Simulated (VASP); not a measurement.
Input of a VASP 6.6.1 run:

INCAR

```
SYSTEM = H2CO2
PREC = Accurate
ENCUT = 520
EDIFF = 1E-7
ISMEAR = -1
SIGMA = 0.05
LREAL = Auto
LASPH = .True.
NELM = 100
ALGO = Normal
ISIF = 2
LWAVE = .False.
LCHARG = .False.
GGA = PE
IVDW = 12
NBANDS = 98
```

File KPOINTS:

```
Automatic mesh
0
Gamma
  1 1 1
  0 0 0
```

POSCAR

```
H2CO2
1.0
    7.9581140000      0.0000000000      0.0000000000
    0.0000000000      7.9581140000      0.0000000000
    0.0000000000      0.0000000000      7.9581140000
O C H
16 8 16
Direct
    0.7662242587      0.1168995569      0.4565654626
    0.8801834203      0.3066681377      0.2790736599
    0.2016055563      0.3207920872     -0.0463175069
    0.4025325599      0.3428324852      0.1544084440
    0.7334275433      0.6628077959      0.9929990950
    0.5197462615      0.6775851665      0.8116370286
    0.2236208227      0.8384398615      0.7820822873
    0.0995838964      0.6271460801      0.9298182961
    0.2153399662      0.8114988049      0.2638941840
    0.2324420082      0.6242810797      0.4795357292
    0.1292391640      0.0686092207      0.5735781116
    0.3783936747      0.2050234515      0.5765687699
    0.8261882149      0.3392261031      0.8814023021
    0.7537715594      0.0683956023      0.9114596750
    0.5302889604      0.8779215779      0.4255279580
    0.7687876801      0.7147924747      0.4470908559
    0.7557946518      0.2397678646      0.3385349845
    0.3190705738      0.2630522760      0.0591848772
    0.5981065363      0.7337793854      0.9290266513
    0.0919061979      0.7561087966      0.8527397321
    0.1576629840      0.6844335228      0.3610277510
    0.2238093096      0.2066821360      0.5575692934
    0.7183485936      0.2019573984      0.8574896012
    0.6266057511      0.7335908985      0.4153371012
    0.8841919078      0.0949471194      0.4806540846
    0.6270832511      0.2784328046      0.3053487296
    0.1884617385      0.4470405928     -0.0350836894
    0.3328929442      0.1249165317      0.0468075727
    0.7511704406      0.5589389647      0.9274559274
    0.5668805448      0.8508674291      1.0048988994
    0.3286708383      0.7699186013      0.7841807745
   -0.0354480974      0.8170905820      0.8316417684
    0.3182663631      0.8482034814      0.3290352463
    0.0443195461      0.6346352917      0.2884477403
    0.1826312114     -0.0395319796      0.6216422635
    0.1435390345      0.3201889292      0.5214049459
    0.8988687521      0.3090933354      0.9759221846
    0.6199207501      0.2431354967      0.7688253775
    0.6036480503      0.9758216582      0.4385209863
    0.5355037638      0.6373872000      0.3806932145
```

Potentials or basis: VASP PAW PBE potentials, release 64 (O, C, H).

The run is started by

```console
$ cat potpaw_PBE.64/O/POTCAR potpaw_PBE.64/C/POTCAR potpaw_PBE.64/H/POTCAR > POTCAR
$ mpirun -np 1 vasp_gam > vasp.out
```

Task: Predict the dispersion energy per atom.

Result: -0.045 eV.

Task: Estimate the pressure.

Result: 0.7 GPa.

Task: What does it give for the largest force?

Result: 4.481 eV/Å.

Task: Predict the band gap on the k mesh.

Result: 4.37 eV.

Forces on the atoms (eV/Å):
```
O   -0.928  0.430 -0.267
O    0.053 -0.083 -0.213
O   -0.001  0.196  0.255
O    1.429  1.667  1.592
O    0.101  0.022  0.038
O   -1.199 -0.294 -1.264
O   -1.058 -0.143  0.229
O    0.338 -1.354  0.906
O    0.918  0.521  1.262
O   -0.343  0.023  0.572
O   -1.005 -0.579 -0.181
O   -1.333  0.414 -0.166
O   -1.216 -0.180  0.078
O   -0.155 -2.619  1.113
O    0.228 -0.533 -0.437
O    3.752  0.030  0.739
C    0.626  0.577  0.001
C   -1.205 -1.664 -1.541
C    0.244  1.474  2.033
C   -0.804  1.652 -1.119
C   -0.905 -0.848 -2.473
C    1.385  0.037  0.064
C    1.107  3.368 -1.454
C   -4.444  0.397 -0.417
H    0.887 -0.287  0.205
H   -0.247 -0.372  0.162
H    0.089 -0.403 -0.215
H   -0.198 -0.030 -0.136
H    0.505 -0.621  0.020
H    0.032 -0.706 -0.723
H    0.706 -0.407  0.127
H    1.092  0.108  0.001
H   -0.137  0.248 -0.666
H    0.419  0.022  1.226
H    0.051  1.368 -0.111
H    0.767 -0.784  0.285
H    0.513 -0.033  0.116
H   -0.367 -0.347  0.134
H    0.362  0.502  0.450
H   -0.057 -0.770 -0.224
```

Caveat: the k points lie up to 0.79 Å⁻¹ apart.
